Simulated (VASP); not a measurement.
Write the native input for VASP 6.6.1 that does the following.

```
Task                   : single point
Functional             : PBE
Potentials or basis    : VASP PAW PBE potentials, release 64 (Nb_sv, Cl)
Cutoff                 : 520 eV
k mesh                 : 18 × 18 × 14
Occupations            : gaussian, width 0.1 eV
Spin                   : no spin polarisation
Dipole correction      : no
Further INCAR settings : ALGO = Normal; EDIFF = 1e-07; NBANDS = 17
```

The structure of NbCl lies in POSCAR:

```
NbCl
1.0
    2.9733906091      0.0000000000      0.0000000000
    0.0000000000      2.9733906091      0.0000000000
    0.0000000000      0.0000000000      3.7119669103
Nb Cl
1 1
Direct
    0.5000000000      0.5000000000      0.5000000000
    0.0000000000      0.0000000000      0.0000000000
```

These files were run (other wordings do the same):

INCAR

```
PREC = Accurate ; ENCUT = 520
EDIFF = 1E-7 ; ISMEAR = 0
SIGMA = 0.1 ; LREAL = F
LASPH = T ; NELM = 60
ALGO = Normal ; ISIF = 2
LWAVE = F ; LCHARG = T
GGA = PE ; LELF = T
LVHAR = T ; NBANDS = 17
```

KPOINTS

```
Automatic mesh
0
Gamma
  18 18 14
```

Potentials or basis: VASP PAW PBE potentials, release 64 (Nb_sv, Cl).

Launch:

```console
$ cat potpaw_PBE.64/Nb_sv/POTCAR potpaw_PBE.64/Cl/POTCAR > POTCAR
$ mpirun -np 1 vasp_std > vasp.out
```

It gave:

| Quantity | Value |
| --- | --- |
| Pressure | 0.0 GPa |
| Band gap on the k mesh | zero (bands 10 and 11 overlap by 3.80 eV) |

Run time: 100 s on 1 thread of Intel(R) Xeon(R) Platinum 8488C (Sapphire Rapids), on a shared host, peak memory 0.33 GiB.
